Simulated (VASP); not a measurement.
# SiC (Moissanite 3C) (F-43m) in VASP: a series of runs, part 2 of 2

VASP 6.6.1. Earlier steps stand in the parts before.

**5. Single point, PBE+D3(BJ)**

This run uses another cell than the first one, of 10.35 Å³/atom, 1.020 times its volume.

Input file INCAR:

```
SYSTEM = SiC
PREC     = Accurate       ! precision mode
ENCUT    = 600            ! plane-wave cutoff, eV
EDIFF    = 1E-6           ! SCF threshold, eV
ISMEAR   = -1             ! smearing method
SIGMA    = 0.05           ! smearing width, eV
LREAL    = .FALSE.        ! projectors in reciprocal space
LASPH    = .TRUE.         ! aspherical terms in the spheres
NELM     = 120            ! most SCF steps
ALGO     = Normal         ! electronic algorithm
ISIF     = 2              ! what is computed and relaxed
LWAVE    = .FALSE.        ! write WAVECAR
LCHARG   = .FALSE.        ! write CHGCAR
GGA      = PE             ! functional
IVDW     = 12             ! dispersion correction
NBANDS   = 11             ! bands
GGA_COMPAT= .FALSE.
```

Input file KPOINTS:

```
Automatic mesh
0
G
  10 10 10
  0 0 0
```

Input file POSCAR:

```
SiC
1.0
    0.0000000000      2.1790000000      2.1790000000
    2.1790000000      0.0000000000      2.1790000000
    2.1790000000      2.1790000000      0.0000000000
Si C
1 1
Direct
    0.0000000000      0.0000000000      0.0000000000
    0.7500000000      0.7500000000      0.7500000000
```

Potentials or basis: VASP PAW PBE potentials, release 64 (Si, C).

Started as:

```bash
$ cat potpaw_PBE.64/Si/POTCAR potpaw_PBE.64/C/POTCAR > POTCAR
$ mpirun -np 1 vasp_std > vasp.out
```

OUTCAR:

```text
SYSTEM = SiC
   PREC = Accurate
   ENCUT = 600
   EDIFF = 1E-6
   ISMEAR = -1
   LREAL = .FALSE.
   LASPH = .TRUE.
   NELM = 120
   ISIF = 2
   GGA = PE
   IVDW = 12
 IVDW          = 12

 ion  position               nearest neighbor table
   1  0.000  0.000  0.000-   2 1.89   2 1.89   2 1.89   2 1.89
   2  0.750  0.750  0.750-   1 1.89   1 1.89   1 1.89   1 1.89

  LATTYP: Found a face centered cubic cell.
 ALAT       =     4.3580000000

  Lattice vectors:

 A1 = (   0.0000000000,   2.1790000000,   2.1790000000)
[... 523 lines left out ...]

 Edisp (eV)   -0.60223

 E8    (eV) :    -0.2263

  FORCE on cell =-STRESS in cart. coord.  units (eV):
  Direction    XX          YY          ZZ          XY          YZ          ZX
  --------------------------------------------------------------------------------------
  -------------------------------------------------------------------------------------
  Total      -0.20544    -0.20544    -0.20544    -0.00000     0.00000    -0.00000
  in kB     -15.90711   -15.90711   -15.90711    -0.00000     0.00000    -0.00000
  external pressure =      -15.91 kB  Pullay stress =        0.00 kB

 VOLUME and BASIS-vectors are now :
 -----------------------------------------------------------------------------
  energy-cutoff  :      600.00
  volume of cell :       20.69
      direct lattice vectors                 reciprocal lattice vectors
     0.000000000  2.179000000  2.179000000    -0.229463056  0.229463056  0.229463056
     2.179000000  0.000000000  2.179000000     0.229463056 -0.229463056  0.229463056
     2.179000000  2.179000000  0.000000000     0.229463056  0.229463056 -0.229463056

 POSITION                                       TOTAL-FORCE (eV/Angst)
 -----------------------------------------------------------------------------------
      0.00000      0.00000      0.00000        -0.000000     -0.000000     -0.000000
      3.26850      3.26850      3.26850         0.000000      0.000000      0.000000
 -----------------------------------------------------------------------------------
    total drift:                                0.000000      0.000000      0.000000

  FREE ENERGIE OF THE ION-ELECTRON SYSTEM (eV)
  ---------------------------------------------------
  free  energy   TOTEN  =       -15.6613459873 eV

  energy  without entropy=      -15.6613459703  energy(sigma->0) =      -15.66134598
```

OSZICAR:

```text
N       E                     dE             d eps       ncg     rms          rms(c)
DAV:   1     0.557388985843E+01    0.55739E+01   -0.42651E+03  1066   0.693E+02
DAV:   2    -0.162001226981E+02   -0.21774E+02   -0.20776E+02  1331   0.116E+02
DAV:   3    -0.169106642765E+02   -0.71054E+00   -0.70933E+00  1291   0.174E+01
DAV:   4    -0.169133484468E+02   -0.26842E-02   -0.26840E-02  1182   0.137E+00
DAV:   5    -0.169133597690E+02   -0.11322E-04   -0.11322E-04  1268   0.851E-02    0.880E+00
DAV:   6    -0.151161776653E+02    0.17972E+01   -0.64875E+00  1160   0.114E+01    0.390E+00
DAV:   7    -0.150667026711E+02    0.49475E-01   -0.38692E-01  1235   0.356E+00    0.177E+00
DAV:   8    -0.150589092606E+02    0.77934E-02   -0.20493E-02  1178   0.956E-01    0.172E-01
DAV:   9    -0.150590062318E+02   -0.96971E-04   -0.16787E-03  1278   0.233E-01    0.113E-01
DAV:  10    -0.150591169626E+02   -0.11073E-03   -0.24260E-04  1184   0.947E-02    0.267E-02
DAV:  11    -0.150591192807E+02   -0.23181E-05   -0.43305E-05  1235   0.343E-02    0.702E-03
DAV:  12    -0.150591196929E+02   -0.41218E-06   -0.20019E-06  1033   0.855E-03
   1 F= -.15661346E+02 E0= -.15661346E+02  d E =-.170353E-07
```

stdout:

```text
POSCAR found type information on POSCAR SiC
 POSCAR found :  2 types and       2 ions
 scaLAPACK will be used
 LDA part: xc-table for (Slater+PW92), standard interpolation
 POSCAR, INCAR and KPOINTS ok, starting setup
 FFT: planning ... GRIDC
 FFT: planning ... GRID_SOFT
 FFT: planning ... GRID
 WAVECAR not read
 entering main loop
```

Run time: 21 s. Hardware: 1 thread of AMD EPYC 7R43 (Zen 3), shared host; peak memory 0.13 GiB.

What came out:

| Property | Result |
| --- | --- |
| Free energy | -15.6613 eV |
| Pressure | -1.6 GPa |
| Band gap on the k mesh | 1.36 eV, indirect (least direct gap 4.54 eV) |
| Dispersion energy per atom | -0.301 eV |

Levels at points of the mesh, in eV from the valence-band top:
```tsv
k point	band 1	band 2	band 3	band 4	band 5	band 6	band 7	band 8
(0.00, 0.00, 0.00)	-15.40	0.00	0.00	0.00	6.23	7.31	7.31	7.31
(0.50, 0.00, 0.00)	-11.84	-8.53	-1.05	-1.05	5.43	7.23	7.23	10.05
(0.50, 0.50, 0.00)	-10.39	-7.79	-3.18	-3.18	1.36	4.32	14.03	14.03
```

**6. Single point, PBE+D3(BJ)**

This run uses another cell than the first one, of 10.55 Å³/atom, 1.041 times its volume.

Input file INCAR:

```
ALGO = Normal ; EDIFF = 1E-6
ENCUT = 600 ; GGA = PE
GGA_COMPAT = False ; ISIF = 2
ISMEAR = -1 ; IVDW = 12
LASPH = True ; LCHARG = True
LELF = True ; LREAL = False
LVHAR = True ; LWAVE = False
NBANDS = 11 ; NELM = 120
PREC = Accurate ; SIGMA = 0.05
```

Input file KPOINTS:

```
k-points
0
Gamma
  10 10 10
```

Input file POSCAR:

```
SiC
1.0
    0.0000000000      2.1934308841      2.1934308841
    2.1934308841      0.0000000000      2.1934308841
    2.1934308841      2.1934308841      0.0000000000
Si C
1 1
Direct
    0.0000000000      0.0000000000      0.0000000000
    0.7500000000      0.7500000000      0.7500000000
```

Potentials or basis: VASP PAW PBE potentials, release 64 (Si, C).

Started as:

```bash
$ cat potpaw_PBE.64/Si/POTCAR potpaw_PBE.64/C/POTCAR > POTCAR
$ mpirun -np 1 vasp_std > vasp.out
```

It took 31 s on 1 thread of AMD EPYC 7R43 (Zen 3), shared host; peak memory 0.13 GiB.

The run converged. Its results:

| Property | Result |
| --- | --- |
| Free energy | -15.6523 eV |
| Pressure | -5.7 GPa |
| Band gap on the k mesh | 1.38 eV, indirect (least direct gap 4.52 eV) |
| Dispersion energy per atom | -0.295 eV |

Levels at points of the mesh, in eV from the valence-band top:
| k point | band 1 | band 2 | band 3 | band 4 | band 5 | band 6 | band 7 | band 8 |
| --- | --- | --- | --- | --- | --- | --- | --- | --- |
| (0.00, 0.00, 0.00) | -15.25 | 0.00 | 0.00 | 0.00 | 6.00 | 7.17 | 7.17 | 7.17 |
| (0.50, 0.00, 0.00) | -11.76 | -8.43 | -1.05 | -1.05 | 5.26 | 7.15 | 7.15 | 9.94 |
| (0.50, 0.50, 0.00) | -10.32 | -7.73 | -3.15 | -3.15 | 1.38 | 4.25 | 13.80 | 13.80 |

**7. The runs side by side**

```tsv
level	potentials or basis	cell	gap on the mesh (eV)	pressure (GPa)
LDA	VASP PAW LDA potentials, release 64 (Si, C)	a = 3.061 Å, angles 60.0°, 2 atoms	1.29	0.3
PBE+D3(BJ)	VASP PAW PBE potentials, release 64 (Si, C)	a = 3.040 Å, angles 60.0°, 2 atoms	1.32	7.9
PBE+D3(BJ)	VASP PAW PBE potentials, release 64 (Si, C)	a = 3.061 Å, angles 60.0°, 2 atoms	1.34	2.9
PBE+D3(BJ)	VASP PAW PBE potentials, release 64 (Si, C)	a = 3.082 Å, angles 60.0°, 2 atoms	1.36	-1.6
PBE+D3(BJ)	VASP PAW PBE potentials, release 64 (Si, C)	a = 3.102 Å, angles 60.0°, 2 atoms	1.38	-5.7
```

Alike in all rows: task single point; no spin polarisation; k mesh 10 × 10 × 10; cutoff (eV) 600; smearing fermi-dirac 0.05 eV.

Total energies depend on the potentials used, so only differences within one code and one set of settings carry meaning.

**8. Against experiment**

Step 2. Measured gap of SiC: 2.4 eV (indirect; quoted in “Insight into the structural, elastic and electronic properties of a new orthorhombic 6O-SiC polytype”, 2020, pmc:7200658). This calculation gives 1.29 eV (-1.11 eV). The value is that of LDA on a finite k mesh, which can miss the band edges, without temperature or zero-point motion. Semilocal functionals fall short of measured gaps as a rule.

Step 4. Measured gap of SiC: 2.4 eV (indirect; quoted in “Insight into the structural, elastic and electronic properties of a new orthorhombic 6O-SiC polytype”, 2020, pmc:7200658). This calculation gives 1.34 eV (-1.06 eV). The value is that of PBE+D3(BJ) on a finite k mesh, which can miss the band edges, without temperature or zero-point motion. Semilocal functionals fall short of measured gaps as a rule.

Step 5. Measured gap of SiC: 2.4 eV (indirect; quoted in “Insight into the structural, elastic and electronic properties of a new orthorhombic 6O-SiC polytype”, 2020, pmc:7200658). This calculation gives 1.36 eV (-1.04 eV). The value is that of PBE+D3(BJ) on a finite k mesh, which can miss the band edges, without temperature or zero-point motion. Semilocal functionals fall short of measured gaps as a rule.
